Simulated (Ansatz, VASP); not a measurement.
Fe in VASP and in Ansatz

```
Fe
1.0
    -1.37052    1.37052    1.59145
     1.37052   -1.37052    1.59145
     1.37052    1.37052   -1.59145
Fe
1
Direct
  0.00000 0.00000 0.00000
```

Alike in both runs: task single point; functional PBE; k mesh 12 × 12 × 12; occupations gaussian, width 0.15 eV; collinear spin.

|  | VASP | Ansatz |
| --- | --- | --- |
| version | VASP 6.6.1 | Ansatz 0.2.0 |
| potentials or method | VASP PAW PBE potentials, release 64 (Fe), cutoff 520 eV | scalar-relativistic, plane waves, PAW |
| valence electrons in the cell | 8 | 16 |

|  | VASP | Ansatz | Ansatz less VASP |
| --- | --- | --- | --- |
| gap on the k mesh at the Fermi level (eV) | none | none | - |
| pressure (GPa) | -6.3 | -6.6 | -0.28 |
| traceless stress, the component that is largest in VASP (GPa) | -7.59 | -7.79 | -0.206 |
| net moment per atom (μB) | 2.34 | 2.31 | -0.032 |
| size of the moment on the site where the two differ most (μB) | 2.34 | 2.36 | +0.016 |

Site moments also hang on the region over which each program counts them. A gap of «none» marks a metal or a gap that the smearing closes. VASP's potentials hold 8 valence electrons a cell and Ansatz's 16, so a difference there can come from the potentials and not from the codes.
